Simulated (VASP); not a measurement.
Wanted: the native input for a VASP 6.6.1 run.

| Property | Result |
| --- | --- |
| Task | single point |
| Functional | PBE |
| Potentials or basis | VASP PAW PBE potentials, release 64 (Mg, O) |
| Cutoff | 600 eV |
| k mesh | 9 × 9 × 9 |
| Occupations | fermi-dirac, width 0.05 eV |
| Spin | no spin polarisation |
| Dipole correction | no |
| Further INCAR settings | ALGO = Normal; EDIFF = 1e-06; NBANDS = 11 |

The structure of MgO lies in POSCAR:

```
MgO
1.0
    0.0000000000      2.1285000000      2.1285000000
    2.1285000000      0.0000000000      2.1285000000
    2.1285000000      2.1285000000      0.0000000000
Mg O
1 1
Direct
    0.0000000000      0.0000000000      0.0000000000
    0.5000000000      0.5000000000      0.5000000000
```

One way to write it, as run:

INCAR

```
ALGO = Normal
EDIFF = 1E-6
ENCUT = 600
GGA = PE
GGA_COMPAT = False
ISIF = 2
ISMEAR = -1
LASPH = True
LCHARG = False
LREAL = False
LWAVE = False
NBANDS = 11
NELM = 120
PREC = Accurate
SIGMA = 0.05
```

KPOINTS

```
k-points
0
Gamma
  9 9 9
```

Potentials or basis: VASP PAW PBE potentials, release 64 (Mg, O).

Launch:

```bash
$ cat potpaw_PBE.64/Mg/POTCAR potpaw_PBE.64/O/POTCAR > POTCAR
$ mpirun -np 1 vasp_std > vasp.out
```

It gave:

| Quantity | Value |
| --- | --- |
| Pressure | -1.4 GPa |
| Band gap on the k mesh | 4.42 eV, direct |

Wall time 13 s on 1 thread of Intel Xeon 8259CL (shared host), peak memory 0.14 GiB.
